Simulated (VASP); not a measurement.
# InSb (F-43m) in VASP: a series of runs

Aim: see how the results for InSb move with the level of theory and the settings. Levels: PBE, r2SCAN, HSE06. Tasks: single point.

Program: VASP 6.6.1. These are calculated values, not measurements. Logs are shortened: lines on timing, memory, paths and dates and some standing lists are left out, and cuts for length are marked.

## (1) The cell of the first run

Symmetry: F-43m, No. 216, cubic system. The conventional cell has a = 6.653 Å, b = 6.653 Å, c = 6.653 Å, α = 90.00°, β = 90.00°, γ = 90.00°. In (site symmetry -43m) has 4 Sb at 2.88 Å within 3.8 Å. Sb (site symmetry -43m) has 4 In at 2.88 Å within 3.8 Å.

## (2) Single point, PBE (strain +1.4%)

The input, INCAR:

```
SYSTEM = InSb
PREC = Accurate ; ENCUT = 520
EDIFF = 1E-7 ; ISMEAR = -1
SIGMA = 0.02 ; LREAL = .False.
LASPH = .True. ; NELM = 80
ALGO = Normal ; ISIF = 2
LWAVE = .False. ; LCHARG = .False.
GGA = PE ; NBANDS = 16
```

The input, KPOINTS:

```
regular mesh
0
Gamma
  6 6 6
  0 0 0
```

The input, POSCAR:

```
InSb
1.0
    0.0000000000      3.3264100441      3.3264100441
    3.3264100441      0.0000000000      3.3264100441
    3.3264100441      3.3264100441      0.0000000000
In Sb
1 1
Direct
    0.0000000000      0.0000000000      0.0000000000
    0.2500000000      0.2500000000      0.2500000000
```

Potentials or basis: VASP PAW PBE potentials, release 64 (In_d, Sb).

On the command line:

```bash
$ cat potpaw_PBE.64/In_d/POTCAR potpaw_PBE.64/Sb/POTCAR > POTCAR
$ mpirun -np 1 vasp_std > vasp.out
```

OUTCAR:

```text
SYSTEM = InSb
   PREC = Accurate
   ENCUT = 520
   EDIFF = 1E-7
   ISMEAR = -1
   LREAL = .False.
   LASPH = .True.
   NELM = 80
   ISIF = 2
   GGA = PE

 ion  position               nearest neighbor table
   1  0.000  0.000  0.000-   2 2.88   2 2.88   2 2.88   2 2.88
   2  0.250  0.250  0.250-   1 2.88   1 2.88   1 2.88   1 2.88

  LATTYP: Found a face centered cubic cell.
 ALAT       =     6.6528200882

  Lattice vectors:

 A1 = (   0.0000000000,   3.3264100441,   3.3264100441)
 A2 = (   3.3264100441,   0.0000000000,   3.3264100441)
 A3 = (   3.3264100441,   3.3264100441,   0.0000000000)

Analysis of symmetry for initial positions (statically):
=====================================================================
 Subroutine PRICEL returns:
 Original cell was already a primitive cell.

 Routine SETGRP: Setting up the symmetry group for a
 face centered cubic supercell.

 Subroutine GETGRP returns: Found 24 space group operations
 (whereof 24 operations were pure point group operations)
 out of a pool of 48 trial point group operations.

The static configuration has the point symmetry T_d .

Analysis of symmetry for dynamics (positions and initial velocities):
=====================================================================
 Subroutine PRICEL returns:
 Original cell was already a primitive cell.

 Routine SETGRP: Setting up the symmetry group for a
 face centered cubic supercell.

 Subroutine GETGRP returns: Found 24 space group operations
 (whereof 24 operations were pure point group operations)
 out of a pool of 48 trial point group operations.

The dynamic configuration has the point symmetry T_d .

 Subroutine INISYM returns: Found 24 space group operations
 (whereof 24 operations are pure point group operations),
 and found     1 'primitive' translations

----------------------------------------------------------------------------------------

                                     Primitive cell

  volume of cell :      73.6135

  direct lattice vectors                    reciprocal lattice vectors
     0.000000000  3.326410044  3.326410044    -0.150312196  0.150312196  0.150312196
     3.326410044  0.000000000  3.326410044     0.150312196 -0.150312196  0.150312196
     3.326410044  3.326410044  0.000000000     0.150312196  0.150312196 -0.150312196

  length of vectors
     4.704254198  4.704254198  4.704254198     0.260348361  0.260348361  0.260348361

  position of ions in fractional coordinates (direct lattice)
     0.000000000  0.000000000  0.000000000
     0.250000000  0.250000000  0.250000000

  ion indices of the primitive-cell ions
   primitive index   ion index
                 1           1
                 2           2

----------------------------------------------------------------------------------------

 KPOINTS: regular mesh

Automatic generation of k-mesh.
 Grid dimensions read from file:
 generate k-points for:    6    6    6

 Generating k-lattice:

  Cartesian coordinates                     Fractional coordinates (reciprocal lattice)
    -0.025052033  0.025052033  0.025052033     0.166666667  0.000000000  0.000000000
     0.025052033 -0.025052033  0.025052033     0.000000000  0.166666667  0.000000000
     0.025052033  0.025052033 -0.025052033     0.000000000  0.000000000  0.166666667

  Length of vectors
     0.043391394  0.043391394  0.043391394

  Shift w.r.t. Gamma in fractional coordinates (k-lattice)
     0.000000000  0.000000000  0.000000000

 Subroutine IBZKPT returns following result:
 ===========================================

 Found     16 irreducible k-points:

 Following reciprocal coordinates:
            Coordinates               Weight
  0.000000  0.000000  0.000000      1.000000
  0.166667  0.000000  0.000000      8.000000
  0.333333  0.000000  0.000000      8.000000
  0.500000  0.000000  0.000000      4.000000
  0.166667  0.166667  0.000000      6.000000
  0.333333  0.166667  0.000000     24.000000
[... 8 lines left out ...]
 -0.333333  0.333333  0.166667     24.000000
 -0.333333  0.500000  0.166667     12.000000
   k-points           NKPTS =     16   k-points in BZ     NKDIM =     16   number of bands    NBANDS=     16
   number of dos      NEDOS =    301   number of ions     NIONS =      2
   total plane-waves  NPLWV =  46656
   dimension x,y,z NGX =    36 NGY =   36 NGZ =   36
   dimension x,y,z NGXF=    72 NGYF=   72 NGZF=   72
   ions per type =               1   1
   NGX,Y,Z   is equivalent  to a cutoff of  12.72, 12.72, 12.72 a.u.
   NGXF,Y,Z  is equivalent  to a cutoff of  25.44, 25.44, 25.44 a.u.
 SYSTEM =  InSb
   PREC   = accura    normal or accurate (medium, high low for compatibility)
   ISTART =      0    job   : 0-new  1-cont  2-samecut
   ICHARG =      2    charge: 1-file 2-atom 10-const
   ISPIN  =      1    spin polarized calculation?
   LNONCOLLINEAR =      F non collinear calculations
   LSORBIT =      F    spin-orbit coupling
   LASPH  =      T    aspherical Exc in radial PAW
   ENCUT  =  520.0 eV  38.22 Ry    6.18 a.u.   8.75  8.75  8.75*2*pi/ulx,y,z
   NELM   =     80;   NELMIN=  2; NELMDL= -5     # of ELM steps
   EDIFF  = 0.1E-06   stopping-criterion for ELM
   LREAL  =      F    real-space projection
   EDIFFG = 0.1E-05   stopping-criterion for IOM
   NSW    =      0    number of steps for IOM
   IBRION =     -1    ionic relax: 0-MD 1-quasi-New 2-CG
   NFREE  =      0    steps in history (QN), initial steepest desc. (CG)
   ISIF   =      2    stress and relaxation
   ISYM   =      2    0-nonsym 1-usesym 2-fastsym
   POTIM  = 0.5000    time-step for ionic-motion
   TEBEG  =    0.0;   TEEND  =   0.0 temperature during run
   PSTRESS=    0.0 pullay stress
   NELECT =      18.0000    total number of electrons
   NUPDOWN=      -1.0000    fix difference up-down
   EMIN   =  10.00;   EMAX   =-10.00  energy-range for DOS
   EFERMI =   0.00;   METHOD = LEGACY
   ISMEAR =    -1;   SIGMA  =   0.02  broadening in eV -4-tet -1-fermi 0-gaus
   EFERMI_NEDOS =   21; number of points for ismear=-14 and -15
   IALGO  =     38    algorithm
   IMIX   =      4    mixing-type and parameters
     AMIX     =   0.40;   BMIX     =  1.00
     AMIX_MAG =   1.60;   BMIX_MAG =  1.00
  volume/ion in A,a.u.               =      36.81       248.38
  Fermi-wavevector in a.u.,A,eV,Ry     =   1.023717  1.934544 14.258856  1.047996
  Thomas-Fermi vector in A             =   2.157465
   LORBIT       =      0    0 simple, 1 ext, 2 COOP (PROOUT), +10 PAW based schemes
   GGA     = PE    functional components
   LHFCALC =     F    Hartree Fock is set to
   AEXX    =    0.0000 exact exchange contribution
   IVDW    =     0    specifies the selected vdW correction
   LEPSILON=     F    determine dielectric tensor
   LRPA    =     F    only Hartree local field effects (RPA)
 non-spin polarized calculation
  energy-cutoff  :      520.00
  volume of cell :       73.61
 maximum number of plane-waves:      2012
   NGX = 17   NGY = 17   NGZ = 17

 number of electron      18.0000008 magnetization

 Free energy of the ion-electron system (eV)
  ---------------------------------------------------
  ext. energy  EPLUGINS =         0.00000000
  ---------------------------------------------------
  free energy    TOTEN  =        -6.93217995 eV

  energy without entropy =       -6.93182632  energy(sigma->0) =       -6.93200314

 E-fermi :   4.3232     XC(G=0):  -8.3449

 val. band max:        4.3093468413   @ k =   0.0000   0.0000   0.0000
 cond. band min:       4.7126602928   @ k =   0.5000   0.0000   0.0000
 fundamental gap:      0.4033134515
 Fermi energy:         4.3232097081

 k-point     1 :       0.0000    0.0000    0.0000
  band No.  band energies     occupation
      1     -10.1536      2.00000
      2     -10.1536      2.00000
      3     -10.1536      2.00000
      4     -10.0889      2.00000
      5     -10.0889      2.00000
      6      -5.9313      2.00000
[... 8 lines left out ...]
     15      12.4255      0.00000
     16      12.4255      0.00000

 k-point     2 :       0.1667    0.0000    0.0000
  band No.  band energies     occupation
      1     -10.1620      2.00000
      2     -10.1496      2.00000
      3     -10.1496      2.00000
      4     -10.0891      2.00000
      5     -10.0891      2.00000
      6      -5.7112      2.00000
[... 8 lines left out ...]
     15      11.5682      0.00000
     16      11.5682      0.00000

 k-point     3 :       0.3333    0.0000    0.0000
  band No.  band energies     occupation
      1     -10.1787      2.00000
      2     -10.1426      2.00000
      3     -10.1426      2.00000
      4     -10.0884      2.00000
      5     -10.0884      2.00000
      6      -5.1510      2.00000
[... 8 lines left out ...]
     15      11.9293      0.00000
     16      11.9293      0.00000

 k-point     4 :       0.5000    0.0000    0.0000
  band No.  band energies     occupation
      1     -10.1870      2.00000
      2     -10.1396      2.00000
      3     -10.1396      2.00000
      4     -10.0874      2.00000
      5     -10.0874      2.00000
      6      -4.7558      2.00000
[... 8 lines left out ...]
     15      13.2761      0.00000
     16      13.2761      0.00000
[... 172 lines left out ...]
 k-point    14 :       0.5000    0.3333    0.1667
  band No.  band energies     occupation
      1     -10.1943      2.00000
      2     -10.1348      2.00000
      3     -10.1305      2.00000
      4     -10.0946      2.00000
      5     -10.0857      2.00000
      6      -4.6976      2.00000
[... 8 lines left out ...]
     15      12.8637      0.00000
     16      14.2158      0.00000

 k-point    15 :      -0.3333    0.3333    0.1667
  band No.  band energies     occupation
      1     -10.1981      2.00000
      2     -10.1342      2.00000
      3     -10.1271      2.00000
      4     -10.0936      2.00000
      5     -10.0871      2.00000
      6      -4.3759      2.00000
[... 8 lines left out ...]
     15      13.6312      0.00000
     16      14.0254      0.00000

 k-point    16 :      -0.3333    0.5000    0.1667
  band No.  band energies     occupation
      1     -10.2049      2.00000
      2     -10.1294      2.00000
      3     -10.1225      2.00000
      4     -10.0976      2.00000
      5     -10.0850      2.00000
      6      -4.2194      2.00000
[... 8 lines left out ...]
     15      13.7023      0.00000
     16      14.4823      0.00000

------------------------ aborting loop because EDIFF is reached ----------------------------------------

  FORCE on cell =-STRESS in cart. coord.  units (eV):
  Direction    XX          YY          ZZ          XY          YZ          ZX
  --------------------------------------------------------------------------------------
  -------------------------------------------------------------------------------------
  Total       -0.1168979     -0.1168979     -0.1168979     -0.0000000      0.0000000     -0.0000000
  in kB       -2.5442520     -2.5442520     -2.5442520     -0.0000000      0.0000000     -0.0000000
  external PRESSURE =      -2.5442520 kB  Pullay stress =       0.0000000 kB

 VOLUME and BASIS-vectors are now :
 -----------------------------------------------------------------------------
  energy-cutoff  :      520.00
  volume of cell :       73.61
      direct lattice vectors                 reciprocal lattice vectors
     0.000000000  3.326410044  3.326410044    -0.150312196  0.150312196  0.150312196
     3.326410044  0.000000000  3.326410044     0.150312196 -0.150312196  0.150312196
     3.326410044  3.326410044  0.000000000     0.150312196  0.150312196 -0.150312196

 POSITION                                       TOTAL-FORCE (eV/Angst)
 -----------------------------------------------------------------------------------
      0.00000      0.00000      0.00000        -0.000000     -0.000000      0.000000
      1.66321      1.66321      1.66321         0.000000      0.000000      0.000000
 -----------------------------------------------------------------------------------
    total drift:                               -0.000000     -0.000000     -0.000000

  FREE ENERGIE OF THE ION-ELECTRON SYSTEM (eV)
  ---------------------------------------------------
  free  energy   TOTEN  =        -6.9321799536 eV

  energy  without entropy=       -6.9318263240  energy(sigma->0) =       -6.93200314
```

It took 34 s on 1 thread of Intel Xeon 8259CL, shared host; peak memory 0.21 GiB.

What came out:

```yaml
Free_energy: -6.9322 eV
Pressure: -0.3 GPa
Band_gap_on_the_k_mesh: zero (filled and empty bands touch)
```

Caveat: the cell differs from its parent crystal (strain +1.4%); semilocal functionals underestimate gaps, so a narrow gap can read as zero; spin-orbit coupling is left out, which moves the levels of the heavy elements.

(Continued in part 2 of 2.)
